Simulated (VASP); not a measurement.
# HfZr3S8 (P-3m1) in VASP: a series of runs, part 2 of 2

VASP 6.6.1.

## 3. Single point, PBE

This run uses another cell than the first one, of 25.31 Å³/atom.

The input, INCAR:

```
ALGO = Normal
EDIFF = 1E-6
ENCUT = 500
GGA = PE
GGA_COMPAT = F
ISIF = 2
ISMEAR = 0
LASPH = T
LCHARG = T
LELF = T
LREAL = F
LVHAR = T
LWAVE = F
NBANDS = 59
NELM = 120
PREC = Accurate
SIGMA = 0.1
```

The input, KPOINTS:

```
k-points
0
Gamma
  3 3 4
```

The input, POSCAR:

```
HfZr3S8
1.0
    7.3496365009      0.0000000000      0.0000000000
   -3.6748182504      6.3649719183      0.0000000000
    0.0000000000      0.0000000000      6.4926911909
Zr Hf S
3 1 8
Direct
    0.0000000000      0.5000000000      0.0000000000
    0.5000000000      0.5000000000      0.0000000000
    0.5000000000      0.0000000000      0.0000000000
    0.0000000000      0.0000000000      0.0000000000
    0.3333333333      0.6666666667      0.7761876227
    0.3311360885      0.1655680443      0.7767241918
    0.8344319557      0.6688639115      0.7767241918
    0.8344319557      0.1655680443      0.7767241918
    0.1655680443      0.8344319557      0.2232758082
    0.1655680443      0.3311360885      0.2232758082
    0.6688639115      0.8344319557      0.2232758082
    0.6666666667      0.3333333333      0.2238123773
```

Potentials or basis: VASP PAW PBE potentials, release 64 (Zr_sv, Hf_pv, S).

Started as:

```console
> cat potpaw_PBE.64/Zr_sv/POTCAR potpaw_PBE.64/Hf_pv/POTCAR potpaw_PBE.64/S/POTCAR > POTCAR
> mpirun -np 1 vasp_std > vasp.out
```

OUTCAR:

```text
EDIFF = 1E-6
   ENCUT = 500
   GGA = PE
   ISIF = 2
   ISMEAR = 0
   LASPH = T
   LREAL = F
   NELM = 120
   PREC = Accurate

 ion  position               nearest neighbor table
   1  0.000  0.500  0.000-   5 2.57  12 2.57   9 2.58   8 2.58  10 2.58   7 2.58   4 3.67   4 3.67
                             3 3.67   3 3.67   2 3.67   2 3.67
   2  0.500  0.500  0.000-   5 2.57  12 2.57  11 2.58   6 2.58   7 2.58  10 2.58   3 3.67   3 3.67
                             4 3.67   4 3.67   1 3.67   1 3.67
   3  0.500  0.000  0.000-   5 2.57  12 2.57   9 2.58   8 2.58  11 2.58   6 2.58   2 3.67   2 3.67
                             1 3.67   1 3.67   4 3.67   4 3.67
   4  0.000  0.000  0.000-   7 2.56  10 2.56   6 2.56  11 2.56   8 2.56   9 2.56   1 3.67   1 3.67
                             2 3.67   2 3.67   3 3.67   3 3.67
   5  0.333  0.667  0.776-   3 2.57   1 2.57   2 2.57
   6  0.331  0.166  0.777-   4 2.56   2 2.58   3 2.58
   7  0.834  0.669  0.777-   4 2.56   2 2.58   1 2.58
   8  0.834  0.166  0.777-   4 2.56   1 2.58   3 2.58
   9  0.166  0.834  0.223-   4 2.56   1 2.58   3 2.58
  10  0.166  0.331  0.223-   4 2.56   2 2.58   1 2.58
  11  0.669  0.834  0.223-   4 2.56   2 2.58   3 2.58
  12  0.667  0.333  0.224-   3 2.57   1 2.57   2 2.57

  LATTYP: Found a hexagonal cell.
 ALAT       =     7.3496365009
 C/A-ratio  =     0.8834030350

  Lattice vectors:

 A1 = (   7.3496365009,   0.0000000000,   0.0000000000)
 A2 = (  -3.6748182504,   6.3649719183,   0.0000000000)
 A3 = (   0.0000000000,   0.0000000000,   6.4926911909)

Analysis of symmetry for initial positions (statically):
=====================================================================
 Subroutine PRICEL returns:
 Original cell was already a primitive cell.

 Routine SETGRP: Setting up the symmetry group for a
 hexagonal supercell.

 Subroutine GETGRP returns: Found 12 space group operations
 (whereof 12 operations were pure point group operations)
 out of a pool of 24 trial point group operations.

The static configuration has the point symmetry D_3d.
[... 149 lines left out ...]
 non-spin polarized calculation
 Gauss-broadening in eV      SIGMA  =   0.10
  energy-cutoff  :      500.00
  volume of cell :      303.73
 maximum number of plane-waves:      7782
 NGX is ok and might be reduce to    54
   NGX = 27   NGY = 27   NGZ = 23

 number of electron      94.0000002 magnetization

 Free energy of the ion-electron system (eV)
  ---------------------------------------------------
  ext. energy  EPLUGINS =         0.00000000
  ---------------------------------------------------
  free energy    TOTEN  =       -87.20957487 eV

  energy without entropy =      -87.20957487  energy(sigma->0) =      -87.20957487

 E-fermi :   3.6026     XC(G=0):  -8.9176

 val. band max:        3.0548537204   @ k =   0.0000   0.0000   0.0000
 cond. band min:       4.1393842319   @ k =   0.0000   0.0000   0.5000
 fundamental gap:      1.0845305115
 Fermi energy:         3.6025747770

 k-point     1 :       0.0000    0.0000    0.0000
  band No.  band energies     occupation
      1     -45.8762      2.00000
      2     -45.8624      2.00000
      3     -45.8624      2.00000
      4     -27.5717      2.00000
      5     -27.5680      2.00000
      6     -27.5680      2.00000
[... 609 lines left out ...]
     58       6.7653      0.00000
     59       6.8776      0.00000

------------------------ aborting loop because EDIFF is reached ----------------------------------------

  FORCE on cell =-STRESS in cart. coord.  units (eV):
  Direction    XX          YY          ZZ          XY          YZ          ZX
  --------------------------------------------------------------------------------------
  -------------------------------------------------------------------------------------
  Total       -0.0956929     -0.0956929     -0.3059608     -0.0000000      0.0000000     -0.0000000
  in kB       -0.5047811     -0.5047811     -1.6139468     -0.0000000      0.0000000     -0.0000000
  external PRESSURE =      -0.8745030 kB  Pullay stress =       0.0000000 kB

 VOLUME and BASIS-vectors are now :
 -----------------------------------------------------------------------------
  energy-cutoff  :      500.00
  volume of cell :      303.73
      direct lattice vectors                 reciprocal lattice vectors
     7.349636501  0.000000000  0.000000000     0.136061151  0.078554942  0.000000000
    -3.674818250  6.364971918  0.000000000     0.000000000  0.157109884  0.000000000
     0.000000000  0.000000000  6.492691191     0.000000000  0.000000000  0.154019338

 POSITION                                       TOTAL-FORCE (eV/Angst)
 -----------------------------------------------------------------------------------
     -1.83741      3.18249      0.00000         0.000000     -0.000000     -0.000000
      1.83741      3.18249      0.00000         0.000000     -0.000000     -0.000000
      3.67482      0.00000      0.00000         0.000000     -0.000000     -0.000000
      0.00000      0.00000      0.00000         0.000000     -0.000000     -0.000000
     -0.00000      4.24331      5.03955         0.000000     -0.000000      0.029111
      1.82530      1.05384      5.04303        -0.034000     -0.019630      0.050795
      3.67482      4.25730      5.04303         0.000000      0.039260      0.050795
      5.52434      1.05384      5.04303         0.034000     -0.019630      0.050795
     -1.84952      5.31114      1.44966        -0.034000      0.019630     -0.050795
      0.00000      2.10767      1.44966        -0.000000     -0.039260     -0.050795
      1.84952      5.31114      1.44966         0.034000      0.019630     -0.050795
      3.67482      2.12166      1.45314         0.000000     -0.000000     -0.029111
 -----------------------------------------------------------------------------------
    total drift:                                0.000000     -0.000000      0.000000

  FREE ENERGIE OF THE ION-ELECTRON SYSTEM (eV)
  ---------------------------------------------------
  free  energy   TOTEN  =       -87.2095748677 eV

  energy  without entropy=      -87.2095748677  energy(sigma->0) =      -87.20957487
```

stdout:

```text
POSCAR found type information on POSCAR ZrHfS
 POSCAR found :  3 types and      12 ions
 scaLAPACK will be used
 LDA part: xc-table for (Slater+PW92), standard interpolation
 POSCAR, INCAR and KPOINTS ok, starting setup
 FFT: planning ... GRIDC
 FFT: planning ... GRID_SOFT
 FFT: planning ... GRID
 WAVECAR not read
 entering main loop
```

Run time: 8.5 min. Hardware: 1 thread of Intel Xeon 8259CL, shared host; peak memory 0.45 GiB.

Results:

```yaml
Free_energy: -87.2096 eV
Pressure: -0.1 GPa
Largest_force: 0.064 eV/Å
Band_gap_on_the_k_mesh: 1.08 eV (least direct gap 1.12 eV)
```

Forces in eV/Å, atoms in the order of the input:
```
Zr   0.000  0.000  0.000
Zr   0.000  0.000  0.000
Zr   0.000  0.000  0.000
Hf   0.000  0.000  0.000
S    0.000  0.000  0.029
S   -0.034 -0.020  0.051
S    0.000  0.039  0.051
S    0.034 -0.020  0.051
S   -0.034  0.020 -0.051
S    0.000 -0.039 -0.051
S    0.034  0.020 -0.051
S    0.000  0.000 -0.029
```

Stress tensor (GPa, compression positive):
```
-0.05  0.00  0.00
 0.00 -0.05  0.00
 0.00  0.00 -0.16
```

Caveat: spin-orbit coupling is left out, which moves the levels of the heavy elements; this functional lacks dispersion, which binds layers or chains, so the pressure and a relaxed spacing across them are unreliable. A k mesh can miss the band edges.
